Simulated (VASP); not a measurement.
A run of VASP 6.6.1 is set up as follows.

Contents of INCAR:

```
SYSTEM = CdSe
PREC = Accurate
ENCUT = 520
EDIFF = 1E-6
ISMEAR = 0
SIGMA = 0.05
LREAL = .FALSE.
LASPH = .TRUE.
NELM = 60
ALGO = Normal
ISIF = 2
LWAVE = .FALSE.
LCHARG = .TRUE.
GGA = PS
LELF = .TRUE.
LVHAR = .TRUE.
NBANDS = 16
```

KPOINTS

```
Automatic mesh
0
G
  10 10 10
  0 0 0
```

Contents of POSCAR:

```
CdSe
1.0
   -0.1114639971      3.0413096065      3.0413096065
    3.0413096065     -0.1114639971      3.0413096065
    2.9298456094      2.9298456094      0.0000000000
Cd Se
1 1
Direct
    0.0000000000      0.0000000000      0.0000000000
    0.7500000000      0.7500000000      0.7500000000
```

Potentials or basis: VASP PAW PBE potentials, release 64 (Cd, Se).

The run is started by

```sh
$ cat potpaw_PBE.64/Cd/POTCAR potpaw_PBE.64/Se/POTCAR > POTCAR
$ mpirun -np 1 vasp_std > vasp.out
```

Estimate the band gap on the k mesh.

0.39 eV, direct.

Predict the pressure.

0.8 GPa.

Stress tensor (GPa, compression positive):
```
0.79 3.41 0.00
3.41 0.79 0.00
0.00 0.00 0.73
```

Caveat: the cell differs from its parent crystal (engineering shear strain xz -0.0733, normal strain along z +0.0000); the PAW data sets were made with another functional, which shifts forces and pressure a little.
